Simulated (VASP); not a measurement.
# PbO2 (Pnma) in VASP: electric field gradients with PBE

Aim: the electric field gradients of PbO2 with PBE.

Program: VASP 6.6.1. These are calculated values, not measurements. Logs are shortened: lines on timing, memory, paths and dates and some standing lists are left out, and cuts for length are marked.

### 1 The cell of the first run

Symmetry: Pnma, No. 62, orthorhombic system. The conventional cell has a = 5.343 Å, b = 3.295 Å, c = 6.290 Å, α = 90.00°, β = 90.00°, γ = 90.00°. Within 2.6 Å of Pb (site symmetry m) lie 9 O at 1.99 to 2.47 Å. Within 2.7 Å of O (site symmetry m) lie 4 Pb at 1.99 to 2.21 Å and 8 O at 2.41 to 2.65 Å. O (site symmetry m) has 5 Pb at 2.16 to 2.47 Å and 10 O at 2.41 to 2.82 Å within 2.9 Å.

### 2 Electric field gradients, PBE

INCAR

```
SYSTEM = PbO2
ALGO = Normal
EDIFF = 1E-8
ENCUT = 520
GGA = PE
ISIF = 2
ISMEAR = -1
LASPH = .TRUE.
LCHARG = .FALSE.
LEFG = .TRUE.
LREAL = .FALSE.
LWAVE = .FALSE.
NBANDS = 64
NELM = 100
PREC = Accurate
SIGMA = 0.02
```

KPOINTS

```
k-points
0
G
  4 6 4
  0 0 0
```

POSCAR

```
PbO2
1.0
    5.3430000000      0.0000000000      0.0000000000
    0.0000000000      3.2950000000      0.0000000000
    0.0000000000      0.0000000000      6.2900000000
Pb O
4 8
Direct
    0.2570000000      0.2500000000      0.8920000000
    0.7430000000      0.7500000000      0.1080000000
    0.7570000000      0.2500000000      0.6080000000
    0.2430000000      0.7500000000      0.3920000000
    0.3440000000      0.2500000000      0.5840000000
    0.6560000000      0.7500000000      0.4160000000
    0.8440000000      0.2500000000      0.9160000000
    0.1560000000      0.7500000000      0.0840000000
    0.0200000000      0.7500000000      0.6790000000
    0.9800000000      0.2500000000      0.3210000000
    0.5200000000      0.7500000000      0.8210000000
    0.4800000000      0.2500000000      0.1790000000
```

Potentials or basis: VASP PAW PBE potentials, release 64 (Pb_d, O).

Command:

```sh
$ cat potpaw_PBE.64/Pb_d/POTCAR potpaw_PBE.64/O/POTCAR > POTCAR
$ mpirun -np 1 vasp_std > vasp.out
```

OUTCAR:

```text
SYSTEM = PbO2
   EDIFF = 1E-8
   ENCUT = 520
   GGA = PE
   ISIF = 2
   ISMEAR = -1
   LASPH = .TRUE.
   LREAL = .FALSE.
   NELM = 100
   PREC = Accurate

 ion  position               nearest neighbor table
   1  0.257  0.250  0.892-   5 1.99   8 2.11   8 2.11  12 2.16  11 2.21  11 2.21   7 2.21   9 2.47
                             9 2.47   3 3.21   3 3.21   2 3.36   2 3.36   2 3.48   2 3.48   4 3.55
   2  0.743  0.750  0.108-   6 1.99   7 2.11   7 2.11  11 2.16  12 2.21  12 2.21   8 2.21  10 2.47
                            10 2.47   4 3.21   4 3.21   1 3.36   1 3.36   1 3.48   1 3.48   3 3.55
   3  0.757  0.250  0.608-   7 1.99   6 2.11   6 2.11  10 2.16   9 2.21   9 2.21   5 2.21  11 2.47
                            11 2.47   1 3.21   1 3.21   4 3.36   4 3.36   4 3.48   4 3.48   2 3.55
   4  0.243  0.750  0.392-   8 1.99   5 2.11   5 2.11   9 2.16  10 2.21  10 2.21   6 2.21  12 2.47
                            12 2.47   2 3.21   2 3.21   3 3.36   3 3.36   3 3.48   3 3.48   1 3.55
   5  0.344  0.250  0.584-   1 1.99   4 2.11   4 2.11   3 2.21
   6  0.656  0.750  0.416-   2 1.99   3 2.11   3 2.11   4 2.21
   7  0.844  0.250  0.916-   3 1.99   2 2.11   2 2.11   1 2.21
   8  0.156  0.750  0.084-   4 1.99   1 2.11   1 2.11   2 2.21
   9  0.020  0.750  0.679-   4 2.16   3 2.21   3 2.21   1 2.47   1 2.47
  10  0.980  0.250  0.321-   3 2.16   4 2.21   4 2.21   2 2.47   2 2.47
  11  0.520  0.750  0.821-   2 2.16   1 2.21   1 2.21   3 2.47   3 2.47
  12  0.480  0.250  0.179-   1 2.16   2 2.21   2 2.21   4 2.47   4 2.47

  LATTYP: Found a simple orthorhombic cell.
 ALAT       =     3.2950000000
 B/A-ratio  =     1.6215477997
 C/A-ratio  =     1.9089529590

  Lattice vectors:

 A1 = (   0.0000000000,  -3.2950000000,   0.0000000000)
 A2 = (   5.3430000000,   0.0000000000,   0.0000000000)
 A3 = (   0.0000000000,   0.0000000000,   6.2900000000)

Analysis of symmetry for initial positions (statically):
=====================================================================
 Subroutine PRICEL returns:
 Original cell was already a primitive cell.

 Routine SETGRP: Setting up the symmetry group for a
 simple orthorhombic supercell.

 Subroutine GETGRP returns: Found  8 space group operations
 (whereof  2 operations were pure point group operations)
 out of a pool of  8 trial point group operations.

The static configuration has the point symmetry S_2 .
 The point group associated with its full space group is D_2h.

Analysis of symmetry for dynamics (positions and initial velocities):
=====================================================================
 Subroutine PRICEL returns:
 Original cell was already a primitive cell.

 Routine SETGRP: Setting up the symmetry group for a
 simple orthorhombic supercell.

 Subroutine GETGRP returns: Found  8 space group operations
 (whereof  2 operations were pure point group operations)
 out of a pool of  8 trial point group operations.

The dynamic configuration has the point symmetry S_2 .
 The point group associated with its full space group is D_2h.

 Subroutine INISYM returns: Found  8 space group operations
 (whereof  2 operations are pure point group operations),
 and found     1 'primitive' translations

----------------------------------------------------------------------------------------

                                     Primitive cell

  volume of cell :     110.7366

  direct lattice vectors                    reciprocal lattice vectors
     5.343000000  0.000000000  0.000000000     0.187160771  0.000000000  0.000000000
     0.000000000  3.295000000  0.000000000     0.000000000  0.303490137  0.000000000
     0.000000000  0.000000000  6.290000000     0.000000000  0.000000000  0.158982512

  length of vectors
     5.343000000  3.295000000  6.290000000     0.187160771  0.303490137  0.158982512

  position of ions in fractional coordinates (direct lattice)
     0.257000000  0.250000000  0.892000000
     0.743000000  0.750000000  0.108000000
     0.757000000  0.250000000  0.608000000
     0.243000000  0.750000000  0.392000000
     0.344000000  0.250000000  0.584000000
     0.656000000  0.750000000  0.416000000
     0.844000000  0.250000000  0.916000000
     0.156000000  0.750000000  0.084000000
     0.020000000  0.750000000  0.679000000
[... 114 lines left out ...]
   LORBIT       =      0    0 simple, 1 ext, 2 COOP (PROOUT), +10 PAW based schemes
   GGA     = PE    functional components
   LHFCALC =     F    Hartree Fock is set to
   AEXX    =    0.0000 exact exchange contribution
   IVDW    =     0    specifies the selected vdW correction
   LEPSILON=     F    determine dielectric tensor
   LRPA    =     F    only Hartree local field effects (RPA)
 non-spin polarized calculation
  energy-cutoff  :      520.00
  volume of cell :      110.74
 maximum number of plane-waves:      3008
 NGX is ok and might be reduce to    40
   NGX = 19   NGY = 13   NGZ = 23

 number of electron     104.0000021 magnetization

 Free energy of the ion-electron system (eV)
  ---------------------------------------------------
  ext. energy  EPLUGINS =         0.00000000
  ---------------------------------------------------
  free energy    TOTEN  =       -54.39171282 eV

  energy without entropy =      -54.39017152  energy(sigma->0) =      -54.39094217

 E-fermi :  10.4522     XC(G=0): -13.4324

 val. band max:       10.4117301639   @ k =   0.0000   0.5000   0.0000
 cond. band min:      11.6864979031   @ k =   0.0000   0.0000   0.2500
 fundamental gap:      1.2747677393
 Fermi energy:        10.4521512147

 k-point     1 :       0.0000    0.0000    0.0000
  band No.  band energies     occupation
      1     -10.7968      2.00000
      2      -9.3015      2.00000
      3      -9.2872      2.00000
      4      -8.7426      2.00000
      5      -7.8619      2.00000
      6      -7.6496      2.00000
[... 1597 lines left out ...]
     63      21.4364      0.00000
     64      21.4364      0.00000

 [... further k-points ...]
[... 5 lines left out ...]
  --------------------------------------------------------------------------------------
  -------------------------------------------------------------------------------------
  Total       48.8578246     51.1491432     58.8186219      0.0000000      0.0000000      0.0000000
  in kB      706.8926565    740.0442821    851.0090697      0.0000000      0.0000000      0.0000000
  external PRESSURE =     765.9820028 kB  Pullay stress =       0.0000000 kB

 VOLUME and BASIS-vectors are now :
 -----------------------------------------------------------------------------
  energy-cutoff  :      520.00
  volume of cell :      110.74
      direct lattice vectors                 reciprocal lattice vectors
     5.343000000  0.000000000  0.000000000     0.187160771  0.000000000  0.000000000
     0.000000000  3.295000000  0.000000000     0.000000000  0.303490137  0.000000000
     0.000000000  0.000000000  6.290000000     0.000000000  0.000000000  0.158982512

 POSITION                                       TOTAL-FORCE (eV/Angst)
 -----------------------------------------------------------------------------------
      1.37315      0.82375      5.61068        -0.599584     -0.000000      1.276511
      3.96985      2.47125      0.67932         0.599584     -0.000000     -1.276511
      4.04465      0.82375      3.82432        -0.599584     -0.000000     -1.276511
      1.29835      2.47125      2.46568         0.599584      0.000000      1.276511
      1.83799      0.82375      3.67336         1.231368     -0.000000     -1.798709
      3.50501      2.47125      2.61664        -1.231368     -0.000000      1.798709
      4.50949      0.82375      5.76164         1.231368     -0.000000      1.798709
      0.83351      2.47125      0.52836        -1.231368     -0.000000     -1.798709
      0.10686      2.47125      4.27091         0.100634      0.000000     -0.176321
      5.23614      0.82375      2.01909        -0.100634      0.000000      0.176321
      2.77836      2.47125      5.16409         0.100634     -0.000000      0.176321
      2.56464      0.82375      1.12591        -0.100634      0.000000     -0.176321
 -----------------------------------------------------------------------------------
    total drift:                                0.000000     -0.000000      0.000000

  FREE ENERGIE OF THE ION-ELECTRON SYSTEM (eV)
  ---------------------------------------------------
  free  energy   TOTEN  =       -54.3917128206 eV

  energy  without entropy=      -54.3901715164  energy(sigma->0) =      -54.39094217

 Electric field gradients (V/A^2)
---------------------------------------------------------------------
 ion       V_xx      V_yy      V_zz      V_xy      V_xz      V_yz
---------------------------------------------------------------------
   1     158.890    57.999  -216.889     0.000    98.733    -0.000
   2     158.890    57.999  -216.889    -0.000    98.733    -0.000
   3     158.890    57.999  -216.889     0.000   -98.733    -0.000
   4     158.890    57.999  -216.889    -0.000   -98.733    -0.000
   5     -23.015   -15.204    38.219     0.000   -11.242    -0.000
   6     -23.015   -15.204    38.219     0.000   -11.242     0.000
   7     -23.015   -15.204    38.219    -0.000    11.242     0.000
   8     -23.015   -15.204    38.219    -0.000    11.242    -0.000
   9      -3.034    12.541    -9.507     0.000     0.328    -0.000
  10      -3.034    12.541    -9.507    -0.000     0.328     0.000
  11      -3.034    12.541    -9.507     0.000    -0.328     0.000
  12      -3.034    12.541    -9.507    -0.000    -0.328    -0.000
---------------------------------------------------------------------

 Electric field gradients after diagonalization (V/A^2)
 (convention: |V_zz| > |V_xx| > |V_yy|)
----------------------------------------------------------------------
 ion       V_xx      V_yy      V_zz     asymmetry (V_yy - V_xx)/ V_zz
----------------------------------------------------------------------
   1     183.252    57.999  -241.251       0.519
   2     183.252    57.999  -241.251       0.519
   3     183.252    57.999  -241.251       0.519
   4     183.252    57.999  -241.251       0.519
   5     -25.014   -15.204    40.218       0.244
   6     -25.014   -15.204    40.218       0.244
   7     -25.014   -15.204    40.218       0.244
   8     -25.014   -15.204    40.218       0.244
   9      -9.523    -3.017    12.541       0.519
  10      -9.523    -3.017    12.541       0.519
  11      -9.523    -3.017    12.541       0.519
  12      -9.523    -3.017    12.541       0.519
----------------------------------------------------------------------

           NMR quadrupolar parameters

 Cq : quadrupolar parameter    Cq=e*Q*V_zz/h
 eta: asymmetry parameters     (V_yy - V_xx)/ V_zz
 Q  : nuclear electric quadrupole moment in mb (millibarn)
----------------------------------------------------------------------
 ion       Cq(MHz)       eta       Q (mb)
----------------------------------------------------------------------
   1      -0.583       0.519       1.000
   2      -0.583       0.519       1.000
   3      -0.583       0.519       1.000
   4      -0.583       0.519       1.000
   5       0.097       0.244       1.000
   6       0.097       0.244       1.000
   7       0.097       0.244       1.000
   8       0.097       0.244       1.000
   9       0.030       0.519       1.000
  10       0.030       0.519       1.000
  11       0.030       0.519       1.000
  12       0.030       0.519       1.000
----------------------------------------------------------------------
```

Run time: 6.8 min. Hardware: 1 thread of Intel Xeon Platinum 8488C (Sapphire Rapids), shared host; peak memory 0.32 GiB.

What came out:

```
Free energy                             : -54.3917 eV
Pressure                                : 76.6 GPa
Largest force                           : 2.180 eV/Å
Band gap on the k mesh                  : zero (bands 52 and 53 overlap by 0.09 eV)
Largest electric field gradient by atom : Pb -241.3; O +40.2, +12.5 (each value once) V/Å²
```

Forces on the atoms (eV/Å):
```
Pb  -0.600  0.000  1.277
Pb   0.600  0.000 -1.277
Pb  -0.600  0.000 -1.277
Pb   0.600  0.000  1.277
O    1.231  0.000 -1.799
O   -1.231  0.000  1.799
O    1.231  0.000  1.799
O   -1.231  0.000 -1.799
O    0.101  0.000 -0.176
O   -0.101  0.000  0.176
O    0.101  0.000  0.176
O   -0.101  0.000 -0.176
```

Levels at points of the mesh, in eV from the Fermi level:
| k point | band 48 | band 49 | band 50 | band 51 | band 52 | band 53 | band 54 | band 55 | band 56 | band 57 |
| --- | --- | --- | --- | --- | --- | --- | --- | --- | --- | --- |
| (0.00, 0.00, 0.00) | -1.01 | -1.01 | -0.57 | -0.56 | -0.56 | -0.13 | 2.82 | 3.70 | 5.07 | 8.25 |
| (0.50, 0.00, 0.00) | -0.85 | -0.60 | -0.60 | -0.47 | -0.47 | 3.09 | 3.09 | 3.61 | 3.61 | 8.15 |
| (0.00, 0.50, 0.00) | -0.52 | -0.47 | -0.47 | -0.04 | -0.04 | 2.80 | 2.80 | 4.82 | 4.82 | 9.13 |
| (0.50, 0.50, 0.00) | -0.85 | -0.41 | -0.41 | -0.41 | -0.41 | 3.46 | 3.46 | 3.46 | 3.46 | 9.28 |
| (0.00, 0.00, 0.50) | -0.81 | -0.76 | -0.76 | -0.43 | -0.43 | 2.82 | 2.82 | 3.81 | 3.81 | 8.32 |
| (0.50, 0.00, 0.50) | -0.81 | -0.64 | -0.64 | -0.44 | -0.44 | 3.61 | 3.61 | 3.70 | 3.70 | 7.58 |
| (0.00, 0.50, 0.50) | -0.30 | -0.25 | -0.25 | -0.21 | -0.21 | 3.59 | 3.59 | 4.65 | 4.65 | 8.88 |
| (0.50, 0.50, 0.50) | -0.87 | -0.41 | -0.41 | -0.41 | -0.41 | 3.75 | 3.75 | 3.75 | 3.75 | 9.34 |

Electric field gradients, principal values (V/Å²):
```tsv
atom	least	middle	greatest (by size)
1 Pb	57.999	183.252	-241.251
2 Pb	57.999	183.252	-241.251
3 Pb	57.999	183.252	-241.251
4 Pb	57.999	183.252	-241.251
5 O	-15.204	-25.014	40.218
6 O	-15.204	-25.014	40.218
7 O	-15.204	-25.014	40.218
8 O	-15.204	-25.014	40.218
9 O	-3.017	-9.523	12.541
10 O	-3.017	-9.523	12.541
11 O	-3.017	-9.523	12.541
12 O	-3.017	-9.523	12.541
```

Caveat: the cell stands under pressure; semilocal functionals underestimate gaps, so a narrow gap can read as zero; without QUAD_EFG the Cq values of the log hold for a quadrupole moment of 1 mb, not for the nuclei; spin-orbit coupling is left out, which moves the levels of the heavy elements; forces of over 1 eV/Å act on the atoms, so gaps and moduli don't describe the material at rest.
